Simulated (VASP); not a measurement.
# Co2S (P6/mmm) in VASP: notebook, part 2 of 2

VASP 6.6.1. The steps go on from the part before.

### Step 3. Single point, PBE, collinear spin, ferromagnetic start

This run uses another cell than the first one, of 12.85 Å³/atom, 0.990 times its volume.

INCAR

```
SYSTEM = Co2S
PREC = Accurate
ENCUT = 520
EDIFF = 1E-6
ISMEAR = 0
SIGMA = 0.1
LREAL = .FALSE.
LASPH = .TRUE.
NELM = 150
ALGO = Normal
ISIF = 2
LWAVE = .FALSE.
LCHARG = .FALSE.
ISPIN = 2
MAGMOM = 3 3 0
LORBIT = 11
LMAXMIX = 4
GGA = PE
NBANDS = 23
```

KPOINTS

```
Automatic mesh
0
G
  6 6 6
  0 0 0
```

POSCAR

```
Co2S
1.0
    3.4543342999      0.0000000000      0.0000000000
   -1.7271671500      2.9915412569      0.0000000000
    0.0000000000      0.0000000000      3.7297629484
Co S
2 1
Direct
    0.3333333333      0.6666666667      0.5000000000
    0.6666666667      0.3333333333      0.5000000000
    0.0000000000      0.0000000000      0.0000000000
```

Potentials or basis: VASP PAW PBE potentials, release 64 (Co, S).

Launch:

```
> cat potpaw_PBE.64/Co/POTCAR potpaw_PBE.64/S/POTCAR > POTCAR
> mpirun -np 1 vasp_std > vasp.out
```

OUTCAR:

```text
SYSTEM = Co2S
   PREC = Accurate
   ENCUT = 520
   EDIFF = 1E-6
   ISMEAR = 0
   LREAL = .FALSE.
   LASPH = .TRUE.
   NELM = 150
   ISIF = 2
   ISPIN = 2
   LORBIT = 11
   GGA = PE

 ion  position               nearest neighbor table
   1  0.333  0.667  0.500-   2 1.99   2 1.99   2 1.99   3 2.73   3 2.73   3 2.73   3 2.73   3 2.73
                             3 2.73
   2  0.667  0.333  0.500-   1 1.99   1 1.99   1 1.99   3 2.73   3 2.73   3 2.73   3 2.73   3 2.73
                             3 2.73
   3  0.000  0.000  0.000-   1 2.73   2 2.73   1 2.73   2 2.73   2 2.73   2 2.73   1 2.73   1 2.73
                             2 2.73   2 2.73   1 2.73   1 2.73

  LATTYP: Found a hexagonal cell.
 ALAT       =     3.4543342999
 C/A-ratio  =     1.0797342193

  Lattice vectors:

 A1 = (   3.4543342999,   0.0000000000,   0.0000000000)
 A2 = (  -1.7271671500,   2.9915412569,   0.0000000000)
 A3 = (   0.0000000000,   0.0000000000,   3.7297629484)

Analysis of symmetry for initial positions (statically):
=====================================================================
 Subroutine PRICEL returns:
 Original cell was already a primitive cell.

 Routine SETGRP: Setting up the symmetry group for a
 hexagonal supercell.

 Subroutine GETGRP returns: Found 24 space group operations
 (whereof 24 operations were pure point group operations)
 out of a pool of 24 trial point group operations.

The static configuration has the point symmetry D_6h.

Analysis of symmetry for dynamics (positions and initial velocities):
=====================================================================
 Subroutine PRICEL returns:
 Original cell was already a primitive cell.

 Routine SETGRP: Setting up the symmetry group for a
 hexagonal supercell.

 Subroutine GETGRP returns: Found 24 space group operations
 (whereof 24 operations were pure point group operations)
 out of a pool of 24 trial point group operations.

The dynamic configuration has the point symmetry D_6h.

Analysis of structural, dynamic, and magnetic symmetry:
[... 159 lines left out ...]

  energy without entropy =      -15.09983741  energy(sigma->0) =      -15.11133281

 E-fermi :   9.1632     XC(G=0): -12.1566

 val. band max:        9.1621538996   @ k =   0.3333   0.1667   0.3333
 cond. band min:       9.1785646613   @ k =   0.1667   0.1667   0.5000
 fundamental gap:      0.0164107617
 Fermi energy:         9.1631608556

 spin component 1

 k-point     1 :       0.0000    0.0000    0.0000
  band No.  band energies     occupation
      1      -5.5518      1.00000
      2       4.2160      1.00000
      3       5.1873      1.00000
      4       5.2452      1.00000
      5       5.2452      1.00000
      6       5.6323      1.00000
[... 613 lines left out ...]
     22      22.9463      0.00000
     23      26.7918      0.00000

 [... further k-points ...]

 spin component 2

 k-point     1 :       0.0000    0.0000    0.0000
  band No.  band energies     occupation
      1      -5.3623      1.00000
      2       4.8978      1.00000
      3       5.3557      1.00000
      4       5.9546      1.00000
      5       5.9546      1.00000
      6       7.1693      1.00000
[... 613 lines left out ...]
     22      23.3067      0.00000
     23      27.0937      0.00000

 [... further k-points ...]

------------------------ aborting loop because EDIFF is reached ----------------------------------------

  FORCE on cell =-STRESS in cart. coord.  units (eV):
  Direction    XX          YY          ZZ          XY          YZ          ZX
  --------------------------------------------------------------------------------------
  -------------------------------------------------------------------------------------
  Total        9.0244874      9.0244874     -3.1904282     -0.0000000     -0.0000000     -0.0000000
  in kB      375.1392734    375.1392734   -132.6230372     -0.0000000     -0.0000000     -0.0000000
  external PRESSURE =     205.8851698 kB  Pullay stress =       0.0000000 kB

 VOLUME and BASIS-vectors are now :
 -----------------------------------------------------------------------------
  energy-cutoff  :      520.00
  volume of cell :       38.54
      direct lattice vectors                 reciprocal lattice vectors
     3.454334300  0.000000000  0.000000000     0.289491379  0.167137926  0.000000000
    -1.727167150  2.991541257  0.000000000     0.000000000  0.334275851  0.000000000
     0.000000000  0.000000000  3.729762948     0.000000000  0.000000000  0.268113554

 POSITION                                       TOTAL-FORCE (eV/Angst)
 -----------------------------------------------------------------------------------
     -0.00000      1.99436      1.86488         0.000000      0.000000     -0.000000
      1.72717      0.99718      1.86488        -0.000000      0.000000      0.000000
      0.00000      0.00000      0.00000        -0.000000      0.000000      0.000000
 -----------------------------------------------------------------------------------
    total drift:                               -0.000000      0.000000     -0.000000

  FREE ENERGIE OF THE ION-ELECTRON SYSTEM (eV)
  ---------------------------------------------------
  free  energy   TOTEN  =       -15.1228282234 eV

  energy  without entropy=      -15.0998374054  energy(sigma->0) =      -15.11133281

 total charge

# of ion       s       p       d       tot
------------------------------------------
    1        0.503   0.480   7.528   8.511
    2        0.503   0.480   7.528   8.511
    3        1.375   2.188   0.000   3.563
--------------------------------------------------
tot          2.382   3.148  15.055  20.585

 magnetization (x)

# of ion       s       p       d       tot
------------------------------------------
    1       -0.005  -0.007   1.374   1.362
    2       -0.005  -0.007   1.374   1.362
    3        0.013   0.149   0.000   0.162
--------------------------------------------------
tot          0.003   0.135   2.748   2.886
```

OSZICAR:

```text
N       E                     dE             d eps       ncg     rms          rms(c)
DAV:   1     0.141223209143E+03    0.14122E+03   -0.10312E+04  2576   0.122E+03
DAV:   2    -0.609069667018E+01   -0.14731E+03   -0.13652E+03  2667   0.253E+02
DAV:   3    -0.153546282732E+02   -0.92639E+01   -0.89672E+01  3073   0.724E+01
DAV:   4    -0.155413395951E+02   -0.18671E+00   -0.18650E+00  2978   0.969E+00
DAV:   5    -0.155475783604E+02   -0.62388E-02   -0.62384E-02  3710   0.175E+00    0.189E+01
DAV:   6    -0.163023731683E+02   -0.75479E+00   -0.96695E+00  3328   0.490E+01    0.130E+01
DAV:   7    -0.152538293288E+02    0.10485E+01   -0.10671E+01  3356   0.360E+01    0.694E+00
DAV:   8    -0.151329928663E+02    0.12084E+00   -0.33942E-01  3704   0.731E+00    0.341E+00
DAV:   9    -0.151223972781E+02    0.10596E-01   -0.40816E-02  3926   0.172E+00    0.686E-01
DAV:  10    -0.151222955937E+02    0.10168E-03   -0.56381E-03  3453   0.572E-01    0.229E-01
DAV:  11    -0.151225833154E+02   -0.28772E-03   -0.48612E-04  3469   0.222E-01    0.197E-01
DAV:  12    -0.151226867534E+02   -0.10344E-03   -0.13655E-04  3679   0.125E-01    0.142E-01
DAV:  13    -0.151228025484E+02   -0.11580E-03   -0.38916E-04  3423   0.230E-01    0.733E-02
DAV:  14    -0.151228257726E+02   -0.23224E-04   -0.13615E-04  3680   0.108E-01    0.310E-02
DAV:  15    -0.151228290070E+02   -0.32345E-05   -0.16183E-05  3507   0.353E-02    0.181E-02
DAV:  16    -0.151228282234E+02    0.78361E-06   -0.16150E-06  1915   0.138E-02
   1 F= -.15122828E+02 E0= -.15111333E+02  d E =-.229908E-01  mag=     2.9904
```

stdout:

```text
POSCAR found type information on POSCAR CoS
 POSCAR found :  2 types and       3 ions
 scaLAPACK will be used
 LDA part: xc-table for (Slater+PW92), standard interpolation
 POSCAR, INCAR and KPOINTS ok, starting setup
 FFT: planning ... GRIDC
 FFT: planning ... GRID_SOFT
 FFT: planning ... GRID
 WAVECAR not read
 entering main loop
```

Run time: 1.8 min. Hardware: 1 thread of Intel Xeon 8259CL, shared host; peak memory 0.19 GiB.

Results:

```
Free energy                                           : -15.1228 eV
Pressure                                              : 20.6 GPa
Net moment                                            : 2.99 μB per cell
Site moments                                          : Co +1.36; S +0.16 μB
Valence electrons inside the program's atomic spheres : Co 8.51; S 3.56
```

With open d or f shells a metallic result of PBE can be an artefact of self-interaction; +U or a hybrid may open a gap.
